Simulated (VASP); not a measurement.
# Ga (P6/mmm) in VASP: relaxation of cell and atoms with LDA

Aim: the relaxation of cell and atoms of Ga with LDA.

All numbers are computed with VASP 6.6.1; they aren't measurements. Logs are shortened: lines on timing, memory, paths and dates and some standing lists are left out, and cuts for length are marked.

## 1. The cell of the first run

It takes space group P6/mmm (No. 191, hexagonal). Conventional cell: a = 4.144 Å, b = 4.144 Å, c = 2.434 Å, α = 90.00°, β = 90.00°, γ = 120.00°. Ga (site symmetry 6/mmm) has 14 Ga at 2.43 to 2.68 Å within 3.2 Å. Within 3.2 Å of Ga (site symmetry -6m2) lie 11 Ga at 2.39 to 2.68 Å.

This isn't the form of Ga at room conditions, which is orthorhombic.

## 2. Relaxation of cell and atoms, LDA, target pressure 57 GPa, at which the enthalpy is minimised

File INCAR:

```
SYSTEM = Ga
PREC = Accurate
ENCUT = 600
EDIFF = 1E-7
ISMEAR = -1
SIGMA = 0.08
LREAL = .False.
LASPH = .True.
NELM = 100
ALGO = Normal
ISIF = 3
LWAVE = .False.
LCHARG = .False.
GGA = CA
IBRION = 2
NSW = 32
EDIFFG = -0.005
PSTRESS = 570.0
```

File KPOINTS:

```
Automatic mesh
0
Gamma
  9 9 12
  0 0 0
```

File POSCAR:

```
Ga
1.0
    4.1436969779      0.0000000000      0.0000000000
   -2.0718484889      3.5885468484      0.0000000000
    0.0000000000      0.0000000000      2.4342052487
Ga
3
Direct
    0.0000000000      0.0000000000      0.0000000000
    0.3333333333      0.6666666667      0.5000000000
    0.6666666667      0.3333333333      0.5000000000
```

Potentials or basis: VASP PAW LDA potentials, release 64 (Ga_d).

Launch:

```sh
$ cat potpaw_LDA.64/Ga_d/POTCAR > POTCAR
$ mpirun -np 1 vasp_std > vasp.out
```

OUTCAR:

```text
SYSTEM = Ga
   PREC = Accurate
   ENCUT = 600
   EDIFF = 1E-7
   ISMEAR = -1
   LREAL = .False.
   LASPH = .True.
   NELM = 100
   ISIF = 3
   GGA = CA
   IBRION = 2
   NSW = 32
   EDIFFG = -0.005
   PSTRESS = 570.0

 ion  position               nearest neighbor table
   1  0.000  0.000  0.000-   2 2.68   3 2.68   2 2.68   3 2.68   2 2.68   2 2.68   3 2.68   3 2.68
                             3 2.68   3 2.68   2 2.68   2 2.68
   2  0.333  0.667  0.500-   3 2.39   3 2.39   3 2.39   1 2.68   1 2.68   1 2.68   1 2.68   1 2.68
                             1 2.68
   3  0.667  0.333  0.500-   2 2.39   2 2.39   2 2.39   1 2.68   1 2.68   1 2.68   1 2.68   1 2.68
                             1 2.68

  LATTYP: Found a hexagonal cell.
 ALAT       =     4.1436969779
 C/A-ratio  =     0.5874476975

  Lattice vectors:

 A1 = (   4.1436969779,   0.0000000000,   0.0000000000)
 A2 = (  -2.0718484889,   3.5885468484,   0.0000000000)
 A3 = (   0.0000000000,   0.0000000000,   2.4342052487)

Analysis of symmetry for initial positions (statically):
=====================================================================
 Subroutine PRICEL returns:
 Original cell was already a primitive cell.

 Routine SETGRP: Setting up the symmetry group for a
 hexagonal supercell.

 Subroutine GETGRP returns: Found 24 space group operations
 (whereof 24 operations were pure point group operations)
 out of a pool of 24 trial point group operations.

The static configuration has the point symmetry D_6h.

Analysis of symmetry for dynamics (positions and initial velocities):
=====================================================================
 Subroutine PRICEL returns:
 Original cell was already a primitive cell.

 Routine SETGRP: Setting up the symmetry group for a
 hexagonal supercell.

 Subroutine GETGRP returns: Found 24 space group operations
 (whereof 24 operations were pure point group operations)
 out of a pool of 24 trial point group operations.

The dynamic configuration has the point symmetry D_6h.

 Subroutine INISYM returns: Found 24 space group operations
 (whereof 24 operations are pure point group operations),
 and found     1 'primitive' translations

----------------------------------------------------------------------------------------

                                     Primitive cell

  volume of cell :      36.1963

  direct lattice vectors                    reciprocal lattice vectors
     4.143696978  0.000000000  0.000000000     0.241330388  0.139332165  0.000000000
    -2.071848489  3.588546848  0.000000000     0.000000000  0.278664329  0.000000000
     0.000000000  0.000000000  2.434205249     0.000000000  0.000000000  0.410811701

  length of vectors
     4.143696978  4.143696978  2.434205249     0.278664329  0.278664329  0.410811701

  position of ions in fractional coordinates (direct lattice)
     0.000000000  0.000000000  0.000000000
     0.333333333  0.666666667  0.500000000
     0.666666667  0.333333333  0.500000000

  ion indices of the primitive-cell ions
   primitive index   ion index
                 1           1
                 2           2
                 3           3

----------------------------------------------------------------------------------------

 KPOINTS: Automatic mesh

Automatic generation of k-mesh.
 Grid dimensions read from file:
 generate k-points for:    9    9   12

 Generating k-lattice:

  Cartesian coordinates                     Fractional coordinates (reciprocal lattice)
     0.026814488  0.015481352  0.000000000     0.111111111  0.000000000  0.000000000
     0.000000000  0.030962703  0.000000000     0.000000000  0.111111111  0.000000000
     0.000000000  0.000000000  0.034234308     0.000000000  0.000000000  0.083333333

  Length of vectors
     0.030962703  0.030962703  0.034234308

  Shift w.r.t. Gamma in fractional coordinates (k-lattice)
     0.000000000  0.000000000  0.000000000

 Subroutine IBZKPT returns following result:
 ===========================================

 Found     84 irreducible k-points:

 Following reciprocal coordinates:
            Coordinates               Weight
  0.000000  0.000000  0.000000      1.000000
  0.111111  0.000000  0.000000      6.000000
  0.222222  0.000000  0.000000      6.000000
  0.333333  0.000000  0.000000      6.000000
  0.444444  0.000000  0.000000      6.000000
  0.111111  0.111111  0.000000      6.000000
[... 16 lines left out ...]
  0.333333  0.222222  0.083333     24.000000
  0.333333  0.333333  0.083333      4.000000
 [... further k-points ...]
   k-points           NKPTS =     84   k-points in BZ     NKDIM =     84   number of bands    NBANDS=     23
   number of dos      NEDOS =    301   number of ions     NIONS =      3
   total plane-waves  NPLWV =  25920
   dimension x,y,z NGX =    36 NGY =   36 NGZ =   20
   dimension x,y,z NGXF=    72 NGYF=   72 NGZF=   40
   ions per type =               3
   NGX,Y,Z   is equivalent  to a cutoff of  14.44, 14.44, 13.66 a.u.
   NGXF,Y,Z  is equivalent  to a cutoff of  28.89, 28.89, 27.32 a.u.
 SYSTEM =  Ga
   PREC   = accura    normal or accurate (medium, high low for compatibility)
   ISTART =      0    job   : 0-new  1-cont  2-samecut
   ICHARG =      2    charge: 1-file 2-atom 10-const
   ISPIN  =      1    spin polarized calculation?
   LNONCOLLINEAR =      F non collinear calculations
   LSORBIT =      F    spin-orbit coupling
   LASPH  =      T    aspherical Exc in radial PAW
   ENCUT  =  600.0 eV  44.10 Ry    6.64 a.u.   8.28  8.28  4.86*2*pi/ulx,y,z
   NELM   =    100;   NELMIN=  2; NELMDL= -5     # of ELM steps
   EDIFF  = 0.1E-06   stopping-criterion for ELM
   LREAL  =      F    real-space projection
   EDIFFG = -.5E-02   stopping-criterion for IOM
   NSW    =     32    number of steps for IOM
   IBRION =      2    ionic relax: 0-MD 1-quasi-New 2-CG
   NFREE  =      1    steps in history (QN), initial steepest desc. (CG)
   ISIF   =      3    stress and relaxation
   ISYM   =      2    0-nonsym 1-usesym 2-fastsym
   POTIM  = 0.5000    time-step for ionic-motion
   TEBEG  =    0.0;   TEEND  =   0.0 temperature during run
   PSTRESS=  570.0 pullay stress
   NELECT =      39.0000    total number of electrons
   NUPDOWN=      -1.0000    fix difference up-down
   EMIN   =  10.00;   EMAX   =-10.00  energy-range for DOS
   EFERMI =   0.00;   METHOD = LEGACY
   ISMEAR =    -1;   SIGMA  =   0.08  broadening in eV -4-tet -1-fermi 0-gaus
   EFERMI_NEDOS =   21; number of points for ismear=-14 and -15
   IALGO  =     38    algorithm
   IMIX   =      4    mixing-type and parameters
     AMIX     =   0.40;   BMIX     =  1.00
     AMIX_MAG =   1.60;   BMIX_MAG =  1.00
  volume/ion in A,a.u.               =      12.07        81.42
  Fermi-wavevector in a.u.,A,eV,Ry     =   1.678321  3.171567 38.324378  2.816762
  Thomas-Fermi vector in A             =   2.762431
   LORBIT       =      0    0 simple, 1 ext, 2 COOP (PROOUT), +10 PAW based schemes
   GGA     = CA    functional components
   LHFCALC =     F    Hartree Fock is set to
   AEXX    =    0.0000 exact exchange contribution
   IVDW    =     0    specifies the selected vdW correction
   LEPSILON=     F    determine dielectric tensor
   LRPA    =     F    only Hartree local field effects (RPA)
 conjugate gradient relaxation of ions
 non-spin polarized calculation
  energy-cutoff  :      600.00
  volume of cell :       36.20
 maximum number of plane-waves:      1236
 NGX is ok and might be reduce to    36
   NGX = 17   NGY = 17   NGZ =  9

--------------------------------------- Ionic step        1  -------------------------------------------

 number of electron      38.9999970 magnetization

 Free energy of the ion-electron system (eV)
  ---------------------------------------------------
  ext. energy  EPLUGINS =         0.00000000
  ---------------------------------------------------
  free energy    TOTEN  =        -8.58440619 eV

  energy without entropy =       -8.56822476  energy(sigma->0) =       -8.57631548

------------------------ aborting loop because EDIFF is reached ----------------------------------------

  FORCE on cell =-STRESS in cart. coord.  units (eV):
  Direction    XX          YY          ZZ          XY          YZ          ZX
  --------------------------------------------------------------------------------------
  -------------------------------------------------------------------------------------
  Total       13.0517683     13.0517683     13.0609328      0.0000000      0.0000000      0.0000000
  in kB      577.7183133    577.7183133    578.1239669      0.0000000      0.0000000      0.0000000
  external PRESSURE =       7.8535312 kB  Pullay stress =     570.0000000 kB
[... 63 lines left out ...]
  enthalpy is  TOTEN    =         4.2938754895 eV   P V=       12.9879357825

--------------------------------------- Ionic step        3  -------------------------------------------

 number of electron      38.9999970 magnetization

 Free energy of the ion-electron system (eV)
  ---------------------------------------------------
  ext. energy  EPLUGINS =         0.00000000
  ---------------------------------------------------
  free energy    TOTEN  =        -8.62037617 eV

  energy without entropy =       -8.60414341  energy(sigma->0) =       -8.61225979

 E-fermi :  10.5270     XC(G=0): -13.7964

 val. band max:       10.5048792854   @ k =   0.2222   0.2222   0.4167
 cond. band min:      10.5508585004   @ k =   0.4444   0.1111   0.3333
 fundamental gap:      0.0459792151
 Fermi energy:        10.5269752178

 k-point     1 :       0.0000    0.0000    0.0000
  band No.  band energies     occupation
      1      -5.9504      2.00000
      2      -5.5328      2.00000
      3      -5.4931      2.00000
      4      -5.3345      2.00000
      5      -5.3345      2.00000
      6      -5.2093      2.00000
[... 613 lines left out ...]
     22      20.8816      0.00000
     23      20.8816      0.00000

 [... further k-points ...]

------------------------ aborting loop because EDIFF is reached ----------------------------------------

  FORCE on cell =-STRESS in cart. coord.  units (eV):
  Direction    XX          YY          ZZ          XY          YZ          ZX
  --------------------------------------------------------------------------------------
  -------------------------------------------------------------------------------------
  Total       12.9166871     12.9166871     12.9190630      0.0000000     -0.0000000      0.0000000
  in kB      570.1573033    570.1573033    570.2621749      0.0000000     -0.0000000      0.0000000
  external PRESSURE =       0.1922605 kB  Pullay stress =     570.0000000 kB
[... 18 lines left out ...]
  FREE ENERGIE OF THE ION-ELECTRON SYSTEM (eV)
  ---------------------------------------------------
  free  energy   TOTEN  =        -8.6203761697 eV

  energy  without entropy=       -8.6041434121  energy(sigma->0) =       -8.61225979

  enthalpy is  TOTEN    =         4.2927473119 eV   P V=       12.9131234816

 reached required accuracy - stopping structural energy minimisation
```

It took 70 s on 1 thread of AMD EPYC 9R45 (Zen 5), shared host; peak memory 0.17 GiB.

What came out:

```yaml
Free_energy: -8.6204 eV
Relaxed_volume: 12.10 Å³/atom
Relaxed_cell: a = 4.147 Å, b = 4.147 Å, c = 2.437 Å, α = 90.00°, β = 90.00°, γ = 120.00°
Space_group_after_relaxing_to_0.1_Å: P6/mmm (No. 191)
Energy_change_on_relaxing_the_run_minimises_the_enthalpy: -12.0 meV/atom
Ionic_steps: 3
Pressure_after_relaxing: 57.0 GPa
Band_gap_on_the_k_mesh: zero (an odd number of electrons rules out a gap without spin polarisation)
```

Step by step:
```tsv
step	energy change (eV)	largest force (eV/Å)	pressure (GPa)	volume (Å³)
1	0.0000	0.0000	57.79	36.20
2	-0.1097	0.0000	55.26	36.51
3	-0.0360	0.0000	57.02	36.30
```

Final structure:
```
Ga
1.0
     4.14746    0.00000    0.00000
    -2.07373    3.59181    0.00000
     0.00000    0.00000    2.43653
Ga
3
Direct
  0.00000 0.00000 0.00000
  0.33333 0.66667 0.50000
  0.66667 0.33333 0.50000
```

Caveat: the cell is relaxed towards a set pressure, so the run minimises the enthalpy, not the energy; the highest band is partly filled, so the run has too few bands.

The gap in the log of VASP goes by the Fermi energy; the results here count the filled bands.